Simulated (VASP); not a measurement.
# NiMo18S36 (a cell with a defect) in VASP: further runs

NiMo18S36 (a cell with a defect) is run at these levels: PBE; tasks: single point.

Program: VASP 6.6.1. These are calculated values, not measurements. Logs are shortened: lines on timing, memory, paths and dates and some standing lists are left out, and cuts for length are marked.

## (1) The cell of the first run

The cell holds a defect, 55 atoms: a = 9.367 Å, b = 9.367 Å, c = 12.083 Å, α = 90.00°, β = 90.00°, γ = 120.00°.

## (2) Single point, PBE, collinear spin, ferromagnetic start

INCAR reads:

```
ALGO = Normal
EDIFF = 1E-6
ENCUT = 520
GGA = PE
GGA_COMPAT = F
ISIF = 2
ISMEAR = -1
ISPIN = 2
LASPH = T
LCHARG = F
LMAXMIX = 4
LORBIT = 11
LREAL = Auto
LWAVE = F
MAGMOM = 0.03 0.02 0.03 0.02 0.02 0.02 0.03 0.02 0 0.02 0.03 0.02 0.03 0.02 0.03 0.02 0.03 0.02 0.01 0.01 0.01 0 0.01 0.01 0 0 0 0 0 0.01 0.01 0.01 0.01 0 0 0 0.01 0.02 0.01 0 0 0.01 0 0.01 0 0 0.01 0 0 0.02 0.01 0.01 0 0 0.26
NBANDS = 276
NELECT = 477.0
NELM = 200
NUPDOWN = 1.0
PREC = Accurate
SIGMA = 0.01
```

KPOINTS reads:

```
k-points
0
Gamma
  1 1 1
```

POSCAR reads:

```
NiMo18S36
1.0
    9.3669868000      0.0000000800      0.0000000000
   -4.6834934700      8.1120484800      0.0000000000
    0.0000000000      0.0000000000     12.0827026900
Mo S Ni
18 36 1
Direct
    0.2240001319      0.1143192110      0.2511587910
    0.1098220347      0.2201415580      0.7481971734
    0.2203404631      0.4450317317      0.2536442449
    0.1096797321      0.5535420557      0.7477491776
    0.2233173889      0.7804973057      0.2516528030
    0.1094912022      0.8869393482      0.7481936974
    0.5564637216      0.1143177285      0.2511592876
    0.4419675728      0.2181109949      0.7474160568
    0.5581320665      0.4501276052      0.2484881137
    0.4419824411      0.5536274809      0.7443867677
    0.5550419799      0.7812174658      0.2527488326
    0.4432636676      0.8869573428      0.7481846762
    0.8893867720      0.1126161821      0.2524144704
    0.7761578324      0.2201521530      0.7482231610
    0.8908174018      0.4450128642      0.2536199953
    0.7774445808      0.5536130546      0.7444677098
    0.8923212078      0.7812104358      0.2526812153
    0.7764026569      0.8869773098      0.7469959521
    0.2200903786      0.1083617763      0.6189252680
    0.1111337545      0.2221549829      0.3812854721
    0.2204572060      0.1083810069      0.8772099481
    0.1105539409      0.2240887731      0.1229426096
    0.2185265759      0.4411906550      0.6178887449
    0.1122580310      0.5584496940      0.3820165172
    0.2223407476      0.4436621639      0.8762120754
    0.1113274566      0.5565114659      0.1235137567
    0.2209139311      0.7760123719      0.6193329582
    0.1140295254      0.8927857136      0.3808773681
    0.2207046408      0.7755694505      0.8773265611
    0.1133516140      0.8923785415      0.1223991054
    0.5541398449      0.1083935775      0.6189345374
    0.4478177046      0.2294734762      0.3784866778
    0.5537373185      0.1083721279      0.8772193831
    0.4451871662      0.2242497649      0.1214138954
    0.5530999307      0.4403088769      0.6168700986
    0.4456516594      0.5574954311      0.3801205010
    0.5544092575      0.4432236770      0.8709114401
    0.4364993988      0.5621265672      0.1235778152
    0.5546063690      0.7776948044      0.6177463099
    0.4448966780      0.8928180080      0.3808908585
    0.5547004270      0.7735886898      0.8762426149
    0.4452039712      0.8923596774      0.1224116854
    0.8878986103      0.1099928004      0.6190376600
    0.7771734367      0.2221716182      0.3812795132
    0.8872989870      0.1087359045      0.8771351304
    0.7796733940      0.2240554827      0.1229285399
    0.8884341219      0.4412180151      0.6179316161
    0.7779890527      0.5575041802      0.3800456005
    0.8871789844      0.4436566100      0.8762501463
    0.7917831333      0.5620685019      0.1234580572
    0.8888804877      0.7776290963      0.6177700628
    0.7783982264      0.8905766473      0.3812232344
    0.8846866690      0.7736497069      0.8762905346
    0.7780558188      0.8900047818      0.1229053663
    0.6244270379      0.5820904500      0.0187453094
```

Potentials or basis: VASP PAW PBE potentials, release 64 (Mo_sv, S, Ni).

Started as:

```
$ cat potpaw_PBE.64/Mo_sv/POTCAR potpaw_PBE.64/S/POTCAR potpaw_PBE.64/Ni/POTCAR > POTCAR
$ mpirun -np 1 vasp_gam > vasp.out
```

OUTCAR:

```text
EDIFF = 1E-6
   ENCUT = 520
   GGA = PE
   ISIF = 2
   ISMEAR = -1
   ISPIN = 2
   LASPH = T
   LORBIT = 11
   LREAL = Auto
   NELECT = 477.0
   NELM = 200
   NUPDOWN = 1.0
   PREC = Accurate

 ion  position               nearest neighbor table
   1  0.224  0.114  0.251-  30 2.38  32 2.38  34 2.38  20 2.38  22 2.38  28 2.38  17 3.11   7 3.11
                             3 3.12   5 3.12  13 3.13   9 3.14
   2  0.110  0.220  0.748-  43 2.38  25 2.38  19 2.38  21 2.38  45 2.38  23 2.39  10 3.12   6 3.12
                             8 3.12  18 3.12   4 3.12  14 3.13
   3  0.220  0.445  0.254-  38 2.36  24 2.37  20 2.38  26 2.38  36 2.38  22 2.39  15 3.09  13 3.11
                             1 3.12   5 3.13   9 3.14  11 3.14
   4  0.110  0.554  0.748-  27 2.38  25 2.38  49 2.38  47 2.38  23 2.38  29 2.39  10 3.11  16 3.11
                            14 3.12   2 3.12   6 3.12  12 3.12
   5  0.223  0.780  0.252-  28 2.38  40 2.38  30 2.38  42 2.38  26 2.39  24 2.39  17 3.10  11 3.10
                             1 3.12   7 3.12   3 3.13  15 3.13
   6  0.109  0.887  0.748-  21 2.38  19 2.38  27 2.38  51 2.38  29 2.39  53 2.39   8 3.11  16 3.12
                             2 3.12  18 3.12   4 3.12  12 3.13
   7  0.556  0.114  0.251-  42 2.38  32 2.38  34 2.38  44 2.38  46 2.38  40 2.38  11 3.11   1 3.11
                            15 3.12   5 3.12  13 3.13   9 3.14
   8  0.442  0.218  0.747-  37 2.36  19 2.38  31 2.38  21 2.39  33 2.39  35 2.40  12 3.11   6 3.11
                             2 3.12  14 3.12  16 3.14  10 3.14
   9  0.558  0.450  0.248-  32 2.38  48 2.39  36 2.39  34 2.39  38 2.42  50 2.42  55 2.98  17 3.12
                            11 3.12   1 3.14   7 3.14  15 3.14   3 3.14
  10  0.442  0.554  0.744-  37 2.37  23 2.37  39 2.38  35 2.39  25 2.39  41 2.39   4 3.11  12 3.12
                             2 3.12  18 3.13  16 3.14   8 3.14
  11  0.555  0.781  0.253-  38 2.37  40 2.37  36 2.38  52 2.39  42 2.39  54 2.39   5 3.10   7 3.11
                             9 3.12  13 3.12   3 3.14  17 3.16
  12  0.443  0.887  0.748-  33 2.38  31 2.38  27 2.38  39 2.38  29 2.39  41 2.39   8 3.11  10 3.12
                            14 3.12  18 3.12   4 3.12   6 3.13
  13  0.889  0.113  0.252-  20 2.38  44 2.38  22 2.38  46 2.38  52 2.38  54 2.39  15 3.11   3 3.11
                            11 3.12  17 3.12   1 3.13   7 3.13
  14  0.776  0.220  0.748-  43 2.38  49 2.38  31 2.38  33 2.38  45 2.38  47 2.39  16 3.12  12 3.12
                             8 3.12  18 3.12   4 3.12   2 3.13
  15  0.891  0.445  0.254-  50 2.36  24 2.37  44 2.38  26 2.38  48 2.38  46 2.39   3 3.09  13 3.11
                             7 3.12   5 3.13   9 3.14  17 3.14
  16  0.777  0.554  0.744-  37 2.37  47 2.37  51 2.38  35 2.39  49 2.39  53 2.39   4 3.11   6 3.12
                            14 3.12  18 3.13  10 3.14   8 3.14
  17  0.892  0.781  0.253-  50 2.37  28 2.37  48 2.38  30 2.39  52 2.39  54 2.39   5 3.10   1 3.11
                             9 3.12  13 3.12  15 3.14  11 3.16
  18  0.776  0.887  0.747-  43 2.38  53 2.38  41 2.38  51 2.38  39 2.38  45 2.39   6 3.12  12 3.12
[... 22 lines left out ...]
  40  0.445  0.893  0.381-  11 2.37   5 2.38   7 2.38
  41  0.555  0.774  0.876-  18 2.38  12 2.39  10 2.39  55 2.79
  42  0.445  0.892  0.122-   7 2.38   5 2.38  11 2.39
  43  0.888  0.110  0.619-  18 2.38   2 2.38  14 2.38
  44  0.777  0.222  0.381-  15 2.38  13 2.38   7 2.38
  45  0.887  0.109  0.877-   2 2.38  14 2.38  18 2.39
  46  0.780  0.224  0.123-  13 2.38   7 2.38  15 2.39
  47  0.888  0.441  0.618-  16 2.37   4 2.38  14 2.39
  48  0.778  0.558  0.380-  17 2.38  15 2.38   9 2.39
  49  0.887  0.444  0.876-   4 2.38  14 2.38  16 2.39
  50  0.792  0.562  0.123-  55 2.09  15 2.36  17 2.37   9 2.42
  51  0.889  0.778  0.618-  16 2.38  18 2.38   6 2.38
  52  0.778  0.891  0.381-  13 2.38  11 2.39  17 2.39
  53  0.885  0.774  0.876-  18 2.38   6 2.39  16 2.39  55 2.78
  54  0.778  0.890  0.123-  13 2.39  17 2.39  11 2.39  55 2.80
  55  0.624  0.582  0.019-  50 2.09  38 2.10  37 2.11  53 2.78  41 2.79  54 2.80   9 2.98

  LATTYP: Found a hexagonal cell.
 ALAT       =     9.3669868000
 C/A-ratio  =     1.2899241718

  Lattice vectors:

 A1 = (   9.3669868000,   0.0000000800,   0.0000000000)
 A2 = (  -4.6834934700,   8.1120484800,   0.0000000000)
 A3 = (   0.0000000000,   0.0000000000,  12.0827026900)

Analysis of symmetry for initial positions (statically):
=====================================================================
 Subroutine PRICEL returns:
 Original cell was already a primitive cell.

 Routine SETGRP: Setting up the symmetry group for a
 hexagonal supercell.

 Subroutine GETGRP returns: Found  1 space group operations
[... 212 lines left out ...]
   NELM   =    200;   NELMIN=  2; NELMDL= -5     # of ELM steps
   EDIFF  = 0.1E-05   stopping-criterion for ELM
   LREAL  =      T    real-space projection
   EDIFFG = 0.1E-04   stopping-criterion for IOM
   NSW    =      0    number of steps for IOM
   IBRION =     -1    ionic relax: 0-MD 1-quasi-New 2-CG
   NFREE  =      0    steps in history (QN), initial steepest desc. (CG)
   ISIF   =      2    stress and relaxation
   ISYM   =      2    0-nonsym 1-usesym 2-fastsym
   POTIM  = 0.5000    time-step for ionic-motion
   TEBEG  =    0.0;   TEEND  =   0.0 temperature during run
   PSTRESS=    0.0 pullay stress
   NELECT =     477.0000    total number of electrons
   NUPDOWN=       1.0000    fix difference up-down
   EMIN   =  10.00;   EMAX   =-10.00  energy-range for DOS
   EFERMI =   0.00;   METHOD = LEGACY
   ISMEAR =    -1;   SIGMA  =   0.01  broadening in eV -4-tet -1-fermi 0-gaus
   EFERMI_NEDOS =   21; number of points for ismear=-14 and -15
   IALGO  =     38    algorithm
   IMIX   =      4    mixing-type and parameters
     AMIX     =   0.40;   BMIX     =  1.00
     AMIX_MAG =   1.60;   BMIX_MAG =  1.00
  volume/ion in A,a.u.               =      16.69       112.65
  Fermi-wavevector in a.u.,A,eV,Ry     =   1.316081  2.487033 23.566249  1.732070
  Thomas-Fermi vector in A             =   2.446219
   LORBIT       =     11    0 simple, 1 ext, 2 COOP (PROOUT), +10 PAW based schemes
   GGA     = PE    functional components
   LHFCALC =     F    Hartree Fock is set to
   AEXX    =    0.0000 exact exchange contribution
   IVDW    =     0    specifies the selected vdW correction
   LEPSILON=     F    determine dielectric tensor
   LRPA    =     F    only Hartree local field effects (RPA)
 spin polarized calculation
  energy-cutoff  :      520.00
  volume of cell :      918.11
 maximum number of plane-waves:     12404
 NGX is ok and might be reduce to    70
   NGX = 35   NGY = 35   NGZ = 45

 number of electron     476.9999997 magnetization       1.0000012

 Free energy of the ion-electron system (eV)
  ---------------------------------------------------
  ext. energy  EPLUGINS =         0.00000000
  ---------------------------------------------------
  free energy    TOTEN  =      -403.08755631 eV

  energy without entropy =     -403.08755631  energy(sigma->0) =     -403.08755631

 E-fermi :   8.3167     XC(G=0): -11.1772

 val. band max:        8.3800882751   @ k =   0.0000   0.0000   0.0000
 cond. band min:       8.5028542879   @ k =   0.0000   0.0000   0.0000
 fundamental gap:      0.1227660128
 Fermi energy:         8.7128924358

 spin component 1

 k-point     1 :       0.0000    0.0000    0.0000
  band No.  band energies     occupation
      1     -53.0689      1.00000
      2     -53.0608      1.00000
      3     -53.0409      1.00000
      4     -53.0385      1.00000
      5     -53.0358      1.00000
      6     -53.0270      1.00000
[... 242 lines left out ...]
    249       9.7795      0.00000
    250       9.9055      0.00000
 Fermi energy:         8.3166579267

 spin component 2

 k-point     1 :       0.0000    0.0000    0.0000
  band No.  band energies     occupation
      1     -53.0482      1.00000
      2     -53.0440      1.00000
      3     -53.0185      1.00000
      4     -53.0179      1.00000
      5     -53.0157      1.00000
      6     -53.0144      1.00000
[... 242 lines left out ...]
    249       9.8052      0.00000
    250       9.9180      0.00000
 [bands above 250 left out]

------------------------ aborting loop because EDIFF is reached ----------------------------------------

  FORCE on cell =-STRESS in cart. coord.  units (eV):
  Direction    XX          YY          ZZ          XY          YZ          ZX
  --------------------------------------------------------------------------------------
  -------------------------------------------------------------------------------------
  Total       41.6600882     39.7952960     25.3644562     -0.0170443      0.8203342      0.0634556
  in kB       72.7003047     69.4460877     44.2630770     -0.0297438      1.4315511      0.1107353
  external PRESSURE =      62.1364898 kB  Pullay stress =       0.0000000 kB

 VOLUME and BASIS-vectors are now :
 -----------------------------------------------------------------------------
  energy-cutoff  :      520.00
  volume of cell :      918.11
      direct lattice vectors                 reciprocal lattice vectors
     9.366986800  0.000000080  0.000000000     0.106757917  0.061636713  0.000000000
    -4.683493470  8.112048480  0.000000000    -0.000000001  0.123273424  0.000000000
     0.000000000  0.000000000 12.082702690     0.000000000  0.000000000  0.082762940

 POSITION                                       TOTAL-FORCE (eV/Angst)
 -----------------------------------------------------------------------------------
      1.56279      0.92736      3.03468         0.001012     -0.000158      0.000431
     -0.00233      1.78580      9.04024        -0.001012      0.000417     -0.000072
     -0.02038      3.61012      3.06471        -0.005554     -0.004110      0.009802
     -1.56514      4.49036      9.03483         0.000234     -0.000789     -0.000347
     -1.56364      6.33143      3.04065         0.001333      0.001059      0.000497
     -3.12837      7.19490      9.04020         0.002006      0.000112     -0.001395
[... 47 lines left out ...]
      3.11971      7.21976      1.48503        -0.002836      0.008533      0.014603
      3.12278      4.72195      0.22649        -0.032599      0.011058     -0.032180
 -----------------------------------------------------------------------------------
    total drift:                                0.002518      0.001491     -0.001982

  FREE ENERGIE OF THE ION-ELECTRON SYSTEM (eV)
  ---------------------------------------------------
  free  energy   TOTEN  =      -403.0875563120 eV

  energy  without entropy=     -403.0875563088  energy(sigma->0) =     -403.08755631

 total charge

# of ion       s       p       d       tot
------------------------------------------
    1        2.296   6.232   4.014  12.541
    2        2.295   6.231   4.010  12.535
    3        2.295   6.232   4.031  12.557
    4        2.296   6.232   4.012  12.540
    5        2.295   6.231   4.013  12.538
    6        2.296   6.230   4.012  12.538
[... 47 lines left out ...]
   54        1.364   2.347   0.000   3.711
   55        0.423   0.483   8.614   9.520
--------------------------------------------------
tot         90.834 197.231  80.929 368.995

 magnetization (x)

# of ion       s       p       d       tot
------------------------------------------
    1        0.001   0.000   0.033   0.034
    2        0.002   0.000   0.023   0.025
    3        0.002   0.000   0.038   0.040
    4        0.001   0.000   0.024   0.025
    5        0.002   0.000   0.025   0.027
    6        0.001   0.000   0.023   0.024
[... 47 lines left out ...]
   54       -0.000   0.003   0.000   0.003
   55        0.000   0.005   0.234   0.239
--------------------------------------------------
tot          0.051   0.157   0.704   0.912
```

Run time: 51 min. Hardware: 1 thread of Intel Xeon 8259CL, shared host; peak memory 1.3 GiB.

Results:

```
Free energy                                           : -403.0876 eV
Largest force                                         : 0.062 eV/Å
Net moment                                            : 1.00 μB per cell
Site moments                                          : Mo +0.03, +0.04, +0.02, -0.00 (each value once); S +0.00, +0.01, +0.02 (each value once); Ni +0.24 μB
Valence electrons inside the program's atomic spheres : Mo 12.54, 12.56, 12.55, 12.52 (each value once); S 3.71, 3.74 (each value once); Ni 9.52
```

Forces on the atoms (eV/Å):
```
Mo   0.001  0.000  0.000
Mo  -0.001  0.000  0.000
Mo  -0.006 -0.004  0.010
Mo   0.000 -0.001  0.000
Mo   0.001  0.001  0.000
Mo   0.002  0.000 -0.001
Mo  -0.001  0.001 -0.002
Mo   0.000 -0.004 -0.011
Mo   0.002 -0.003  0.003
Mo  -0.002  0.001  0.005
Mo   0.005  0.002 -0.003
Mo   0.000 -0.001 -0.002
Mo  -0.001 -0.001  0.000
Mo   0.001  0.001 -0.001
Mo   0.002 -0.003  0.004
Mo  -0.001  0.002  0.003
Mo  -0.002 -0.001 -0.001
Mo  -0.002  0.000 -0.001
S    0.001  0.001  0.016
S    0.000 -0.001 -0.014
S    0.000 -0.001 -0.015
S    0.000 -0.001  0.012
S    0.004  0.002  0.015
S    0.002 -0.002 -0.015
S   -0.002 -0.002 -0.016
S    0.003  0.000  0.015
S    0.002  0.003  0.015
S   -0.003 -0.001 -0.013
S   -0.002  0.000 -0.015
S    0.001  0.001  0.015
S   -0.002  0.000  0.015
S    0.000  0.001 -0.014
S    0.000  0.001 -0.015
S   -0.001  0.000  0.013
S   -0.002  0.000  0.017
S    0.001  0.000 -0.021
S    0.006 -0.013 -0.009
S   -0.017  0.000  0.006
S    0.000 -0.003  0.013
S   -0.002  0.001 -0.013
S   -0.002  0.007 -0.012
S   -0.002 -0.001  0.017
S    0.003 -0.003  0.016
S    0.001  0.001 -0.016
S   -0.002  0.001 -0.016
S    0.000  0.000  0.015
S    0.001  0.000  0.015
S    0.001  0.000 -0.012
S    0.001 -0.001 -0.013
S    0.047 -0.002  0.041
S    0.000  0.001  0.013
S    0.000  0.003 -0.014
S    0.002  0.001 -0.012
S   -0.003  0.009  0.015
Ni  -0.033  0.011 -0.032
```

Caveat: the k points lie up to 0.77 Å⁻¹ apart; the cell carries a net charge on a neutralising background, which shifts energy and pressure; the cell is charged against a uniform background, so pressure and absolute levels hang on convention; the total moment is fixed, so each spin has its own Fermi level and the state may be an excited one.

(Part 1 of 2 ends here.)
